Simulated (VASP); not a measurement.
Crystal: ZnCd2Se3.

```
CELL_PARAMETERS angstrom
4.13844 0.00000 0.00000
-2.06922 3.58400 0.00000
0.00000 0.00000 10.05738
ATOMIC_POSITIONS crystal
Zn 0.33333 0.66667 0.66411
Cd 0.00000 0.00000 0.99686
Cd 0.66667 0.33333 0.33764
Se 0.00000 0.00000 0.25037
Se 0.66667 0.33333 0.59209
Se 0.33333 0.66667 0.90893
```

| Quantity | Value |
| --- | --- |
| Program | VASP 6.6.1 |
| Task | relaxation of cell and atoms |
| Functional | PBEsol |
| Potentials or basis | VASP PAW PBE potentials, release 64 (Zn, Cd, Se) |
| Cutoff | 600 eV |
| k mesh | 6 × 6 × 2 |
| Occupations | fermi-dirac, width 0.03 eV |
| Spin | no spin polarisation |

At the start: pressure 3.8 GPa; volume 24.86 Å³/atom.

Where does the relaxation end?

Over 11 steps the energy falls by 23.6 meV/atom and the volume is 26.27 Å³/atom (+5.7 %); space group P3m1 (No. 156, to 0.1 Å) before and after.

Step by step:
```tsv
step	energy change (eV)	largest force (eV/Å)	pressure (GPa)	volume (Å³)
1	0.0000	0.6504	3.78	149.17
2	-0.1054	0.2566	-1.36	162.20
3	-0.1190	0.3482	-0.20	158.69
4	-0.1282	0.2176	-0.14	158.34
5	-0.1359	0.2078	0.08	157.62
6	-0.1400	0.1175	-0.04	157.84
7	-0.1410	0.0417	-0.14	158.02
8	-0.1412	0.0230	0.12	157.26
9	-0.1414	0.0165	0.01	157.59
10	-0.1414	0.0159	0.02	157.58
11	-0.1414	0.0084	0.00	157.63
```

Final structure:
```
CELL_PARAMETERS angstrom
4.19411 0.00000 0.00000
-2.09706 3.63221 0.00000
0.00000 0.00000 10.34749
ATOMIC_POSITIONS crystal
Zn 0.33333 0.66667 0.66537
Cd 0.00000 0.00000 0.99462
Cd 0.66667 0.33333 0.34336
Se 0.00000 0.00000 0.24803
Se 0.66667 0.33333 0.59776
Se 0.33333 0.66667 0.90086
```

Caveat: the PAW data sets were made with another functional, which shifts forces and pressure a little.
